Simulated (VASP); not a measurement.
# Al (Pm-3m) in VASP: further runs, part 2 of 3

VASP 6.6.1. The steps go on from the part before.

## Step 3: Single point, PBE

This run uses another cell than the first one, of 19.36 Å³/atom.

File INCAR:

```
SYSTEM = Al
PREC     = Accurate       ! precision mode
ENCUT    = 500            ! plane-wave cutoff, eV
EDIFF    = 1E-6           ! SCF threshold, eV
ISMEAR   = -1             ! smearing method
SIGMA    = 0.06122561905347299 ! smearing width, eV
LREAL    = .False.        ! projectors in reciprocal space
LASPH    = .True.         ! aspherical terms in the spheres
NELM     = 120            ! most SCF steps
ALGO     = Normal         ! electronic algorithm
ISIF     = 2              ! what is computed and relaxed
LWAVE    = .False.        ! write WAVECAR
LCHARG   = .True.         ! write CHGCAR
GGA      = PE             ! functional
LELF     = .True.         ! ELF
LVHAR    = .True.       
NBANDS   = 8              ! bands
GGA_COMPAT= .False.
```

File KPOINTS:

```
regular mesh
0
Gamma
  14 14 14
  0 0 0
```

File POSCAR:

```
Al
1.0
    2.6853337011      0.0000000000      0.0000000000
    0.0000000000      2.6853337011      0.0000000000
    0.0000000000      0.0000000000      2.6853337011
Al
1
Direct
    0.0000000000      0.0000000000      0.0000000000
```

Potentials or basis: VASP PAW PBE potentials, release 64 (Al).

Run with:

```
> cat potpaw_PBE.64/Al/POTCAR > POTCAR
> mpirun -np 1 vasp_std > vasp.out
```

OUTCAR:

```text
SYSTEM = Al
   PREC = Accurate
   ENCUT = 500
   EDIFF = 1E-6
   ISMEAR = -1
   LREAL = .False.
   LASPH = .True.
   NELM = 120
   ISIF = 2
   GGA = PE

 ion  position               nearest neighbor table
   1  0.000  0.000  0.000-

  LATTYP: Found a simple cubic cell.
 ALAT       =     2.6853337011

  Lattice vectors:

 A1 = (   2.6853337011,   0.0000000000,   0.0000000000)
 A2 = (   0.0000000000,   2.6853337011,   0.0000000000)
 A3 = (   0.0000000000,   0.0000000000,   2.6853337011)

Analysis of symmetry for initial positions (statically):
=====================================================================
 Subroutine PRICEL returns:
 Original cell was already a primitive cell.

 Routine SETGRP: Setting up the symmetry group for a
 simple cubic supercell.

 Subroutine GETGRP returns: Found 48 space group operations
 (whereof 48 operations were pure point group operations)
 out of a pool of 48 trial point group operations.

The static configuration has the point symmetry O_h .

Analysis of symmetry for dynamics (positions and initial velocities):
=====================================================================
 Subroutine PRICEL returns:
 Original cell was already a primitive cell.

 Routine SETGRP: Setting up the symmetry group for a
 simple cubic supercell.

 Subroutine GETGRP returns: Found 48 space group operations
 (whereof 48 operations were pure point group operations)
 out of a pool of 48 trial point group operations.

The dynamic configuration has the point symmetry O_h .

 Subroutine INISYM returns: Found 48 space group operations
 (whereof 48 operations are pure point group operations),
 and found     1 'primitive' translations

----------------------------------------------------------------------------------------

                                     Primitive cell

  volume of cell :      19.3640

  direct lattice vectors                    reciprocal lattice vectors
     2.685333701  0.000000000  0.000000000     0.372393196  0.000000000  0.000000000
     0.000000000  2.685333701  0.000000000     0.000000000  0.372393196  0.000000000
     0.000000000  0.000000000  2.685333701     0.000000000  0.000000000  0.372393196

  length of vectors
     2.685333701  2.685333701  2.685333701     0.372393196  0.372393196  0.372393196

  position of ions in fractional coordinates (direct lattice)
     0.000000000  0.000000000  0.000000000

  ion indices of the primitive-cell ions
   primitive index   ion index
                 1           1

----------------------------------------------------------------------------------------

 KPOINTS: regular mesh

Automatic generation of k-mesh.
 Grid dimensions read from file:
 generate k-points for:   14   14   14

 Generating k-lattice:

  Cartesian coordinates                     Fractional coordinates (reciprocal lattice)
     0.026599514  0.000000000  0.000000000     0.071428571  0.000000000  0.000000000
     0.000000000  0.026599514  0.000000000     0.000000000  0.071428571  0.000000000
     0.000000000  0.000000000  0.026599514     0.000000000  0.000000000  0.071428571

  Length of vectors
     0.026599514  0.026599514  0.026599514

  Shift w.r.t. Gamma in fractional coordinates (k-lattice)
     0.000000000  0.000000000  0.000000000

 Subroutine IBZKPT returns following result:
 ===========================================

 Found    120 irreducible k-points:

 Following reciprocal coordinates:
            Coordinates               Weight
  0.000000  0.000000  0.000000      1.000000
  0.071429  0.000000  0.000000      6.000000
  0.142857  0.000000  0.000000      6.000000
  0.214286  0.000000  0.000000      6.000000
  0.285714  0.000000  0.000000      6.000000
  0.357143  0.000000  0.000000      6.000000
[... 16 lines left out ...]
  0.285714  0.214286  0.000000     24.000000
  0.357143  0.214286  0.000000     24.000000
 [... further k-points ...]
   k-points           NKPTS =    120   k-points in BZ     NKDIM =    120   number of bands    NBANDS=      8
   number of dos      NEDOS =    301   number of ions     NIONS =      1
   total plane-waves  NPLWV =   8000
   dimension x,y,z NGX =    20 NGY =   20 NGZ =   20
   dimension x,y,z NGXF=    40 NGYF=   40 NGZF=   40
   ions per type =               1
   NGX,Y,Z   is equivalent  to a cutoff of  12.38, 12.38, 12.38 a.u.
   NGXF,Y,Z  is equivalent  to a cutoff of  24.76, 24.76, 24.76 a.u.
 SYSTEM =  Al
   PREC   = accura    normal or accurate (medium, high low for compatibility)
   ISTART =      0    job   : 0-new  1-cont  2-samecut
   ICHARG =      2    charge: 1-file 2-atom 10-const
   ISPIN  =      1    spin polarized calculation?
   LNONCOLLINEAR =      F non collinear calculations
   LSORBIT =      F    spin-orbit coupling
   LASPH  =      T    aspherical Exc in radial PAW
   ENCUT  =  500.0 eV  36.75 Ry    6.06 a.u.   4.90  4.90  4.90*2*pi/ulx,y,z
   NELM   =    120;   NELMIN=  2; NELMDL= -5     # of ELM steps
   EDIFF  = 0.1E-05   stopping-criterion for ELM
   LREAL  =      F    real-space projection
   EDIFFG = 0.1E-04   stopping-criterion for IOM
   NSW    =      0    number of steps for IOM
   IBRION =     -1    ionic relax: 0-MD 1-quasi-New 2-CG
   NFREE  =      0    steps in history (QN), initial steepest desc. (CG)
   ISIF   =      2    stress and relaxation
   ISYM   =      2    0-nonsym 1-usesym 2-fastsym
   POTIM  = 0.5000    time-step for ionic-motion
   TEBEG  =    0.0;   TEEND  =   0.0 temperature during run
   PSTRESS=    0.0 pullay stress
   NELECT =       3.0000    total number of electrons
   NUPDOWN=      -1.0000    fix difference up-down
   EMIN   =  10.00;   EMAX   =-10.00  energy-range for DOS
   EFERMI =   0.00;   METHOD = LEGACY
   ISMEAR =    -1;   SIGMA  =   0.06  broadening in eV -4-tet -1-fermi 0-gaus
   EFERMI_NEDOS =   21; number of points for ismear=-14 and -15
   IALGO  =     38    algorithm
   IMIX   =      4    mixing-type and parameters
     AMIX     =   0.40;   BMIX     =  1.00
     AMIX_MAG =   1.60;   BMIX_MAG =  1.00
  volume/ion in A,a.u.               =      19.36       130.67
  Fermi-wavevector in a.u.,A,eV,Ry     =   0.879259  1.661559 10.518623  0.773097
  Thomas-Fermi vector in A             =   1.999458
   LORBIT       =      0    0 simple, 1 ext, 2 COOP (PROOUT), +10 PAW based schemes
   GGA     = PE    functional components
   LHFCALC =     F    Hartree Fock is set to
   AEXX    =    0.0000 exact exchange contribution
   IVDW    =     0    specifies the selected vdW correction
   LEPSILON=     F    determine dielectric tensor
   LRPA    =     F    only Hartree local field effects (RPA)
 non-spin polarized calculation
  energy-cutoff  :      500.00
  volume of cell :       19.36
 maximum number of plane-waves:       508
 NGX is ok and might be reduce to    20
   NGX =  9   NGY =  9   NGZ =  9

 number of electron       3.0000000 magnetization

 Free energy of the ion-electron system (eV)
  ---------------------------------------------------
  ext. energy  EPLUGINS =         0.00000000
  ---------------------------------------------------
  free energy    TOTEN  =        -3.37356677 eV

  energy without entropy =       -3.36688360  energy(sigma->0) =       -3.37022518

 E-fermi :   5.9811     XC(G=0):  -9.5636

 val. band max:        5.9795778792   @ k =   0.3571   0.2857   0.0714
 cond. band min:       6.0041059074   @ k =   0.4286   0.4286   0.1429
 fundamental gap:      0.0245280282
 Fermi energy:         5.9811146954

 k-point     1 :       0.0000    0.0000    0.0000
  band No.  band energies     occupation
      1      -3.7754      2.00000
      2      14.0989      0.00000
      3      14.0989      0.00000
      4      15.4375      0.00000
      5      15.4375      0.00000
      6      15.4375      0.00000
      7      21.8898      0.00000
      8      30.5261      0.00000
[... 243 lines left out ...]
 k-point    24 :       0.3571    0.2143    0.0000
  band No.  band energies     occupation
      1      -0.3061      2.00000
      2       5.2991      1.99997
      3      10.7853      0.00000
      4      16.1584      0.00000
      5      18.3435      0.00000
      6      20.5473      0.00000
      7      23.3895      0.00000
      8      25.3236      0.00000

 [... further k-points ...]

------------------------ aborting loop because EDIFF is reached ----------------------------------------

  FORCE on cell =-STRESS in cart. coord.  units (eV):
  Direction    XX          YY          ZZ          XY          YZ          ZX
  --------------------------------------------------------------------------------------
  -------------------------------------------------------------------------------------
  Total        0.3143509      0.3143509      0.3143509     -0.0000000      0.0000000      0.0000000
  in kB       26.0094128     26.0094128     26.0094128     -0.0000000      0.0000000      0.0000000
  external PRESSURE =      26.0094128 kB  Pullay stress =       0.0000000 kB

 VOLUME and BASIS-vectors are now :
 -----------------------------------------------------------------------------
  energy-cutoff  :      500.00
  volume of cell :       19.36
      direct lattice vectors                 reciprocal lattice vectors
     2.685333701  0.000000000  0.000000000     0.372393196  0.000000000  0.000000000
     0.000000000  2.685333701  0.000000000     0.000000000  0.372393196  0.000000000
     0.000000000  0.000000000  2.685333701     0.000000000  0.000000000  0.372393196

 POSITION                                       TOTAL-FORCE (eV/Angst)
 -----------------------------------------------------------------------------------
      0.00000      0.00000      0.00000         0.000000      0.000000      0.000000
 -----------------------------------------------------------------------------------
    total drift:                               -0.000000     -0.000000     -0.000000

  FREE ENERGIE OF THE ION-ELECTRON SYSTEM (eV)
  ---------------------------------------------------
  free  energy   TOTEN  =        -3.3735667684 eV

  energy  without entropy=       -3.3668835969  energy(sigma->0) =       -3.37022518
```

Wall time 7.5 s (1 thread of AMD EPYC 7R13 (Zen 3), shared host); peak memory 0.1 GiB.

What came out:

```yaml
Free_energy: -3.3736 eV
Pressure: 2.6 GPa
Band_gap_on_the_k_mesh: zero (an odd number of electrons rules out a gap without spin polarisation)
```

## Step 4: Single point, PBE

This run uses another cell than the first one, of 19.36 Å³/atom.

File INCAR:

```
PREC     = Accurate       # precision mode
ENCUT    = 500            # plane-wave cutoff, eV
EDIFF    = 1E-6           # SCF threshold, eV
ISMEAR   = -1             # smearing method
SIGMA    = 0.06122561905347299 # smearing width, eV
LREAL    = False          # projectors in reciprocal space
LASPH    = True           # aspherical terms in the spheres
NELM     = 120            # most SCF steps
ALGO     = Normal         # electronic algorithm
ISIF     = 2              # what is computed and relaxed
LWAVE    = False          # write WAVECAR
LCHARG   = False          # write CHGCAR
GGA      = PE             # functional
NBANDS   = 8              # bands
GGA_COMPAT= False
```

File KPOINTS:

```
Automatic mesh
0
Gamma
  14 14 14
```

POSCAR is that of step 3.

Run with:

```
> cat potpaw_PBE.64/Al/POTCAR > POTCAR
> mpirun -np 1 vasp_std > vasp.out
```

Run time: 7.2 s. Hardware: 1 thread of AMD EPYC 7R13 (Zen 3), shared host; peak memory 0.09 GiB.

Results (log left out):

```yaml
Free_energy: -3.3736 eV
Pressure: 2.6 GPa
Band_gap_on_the_k_mesh: zero (an odd number of electrons rules out a gap without spin polarisation)
```

Levels at points of the mesh, in eV from the Fermi level:
```csv
k point,band 1,band 2,band 3,band 4
"(0.00, 0.00, 0.00)",-9.76,8.12,8.12,9.46
"(0.50, 0.00, 0.00)",-5.24,-4.22,10.76,13.15
"(0.50, 0.50, 0.00)",-0.53,-0.53,-0.11,2.15
"(0.50, 0.50, 0.50)",3.02,3.02,3.02,5.63
```

## Step 5: Single point, PBE

This run uses another cell than the first one, of 19.77 Å³/atom.

File INCAR:

```
SYSTEM = Al
  PREC = Accurate
  ENCUT = 500
  EDIFF = 1E-6
  ISMEAR = -1
  SIGMA = 0.06122561905347299
  LREAL = .FALSE.
  LASPH = .TRUE.
  NELM = 120
  ALGO = Normal
  ISIF = 2
  LWAVE = .FALSE.
  LCHARG = .TRUE.
  GGA = PE
  LELF = .TRUE.
  LVHAR = .TRUE.
  NBANDS = 8
  GGA_COMPAT = .FALSE.
```

File KPOINTS:

```
Automatic mesh
0
G
  14 14 14
  0 0 0
```

File POSCAR:

```
Al
1.0
    2.7038538291      0.0000000000      0.0000000000
    0.0000000000      2.7038538291      0.0000000000
    0.0000000000      0.0000000000      2.7038538291
Al
1
Direct
    0.0000000000      0.0000000000      0.0000000000
```

Run with:

```
> cat potpaw_PBE.64/Al/POTCAR > POTCAR
> mpirun -np 1 vasp_std > vasp.out
```

It took 7.2 s on 1 thread of AMD EPYC 7R13 (Zen 3), shared host; peak memory 0.09 GiB.

Results (log left out):

```
Free energy            : -3.3784 eV
Pressure               : 1.3 GPa
Band gap on the k mesh : zero (an odd number of electrons rules out a gap without spin polarisation)
```

Levels at points of the mesh, in eV from the Fermi level:
```tsv
k point	band 1	band 2	band 3	band 4
(0.00, 0.00, 0.00)	-9.63	8.07	8.07	9.30
(0.50, 0.00, 0.00)	-5.20	-4.13	10.67	12.90
(0.50, 0.50, 0.00)	-0.52	-0.52	-0.18	2.20
(0.50, 0.50, 0.50)	2.96	2.96	2.96	5.63
```

(Part 2 of 3 ends here.)
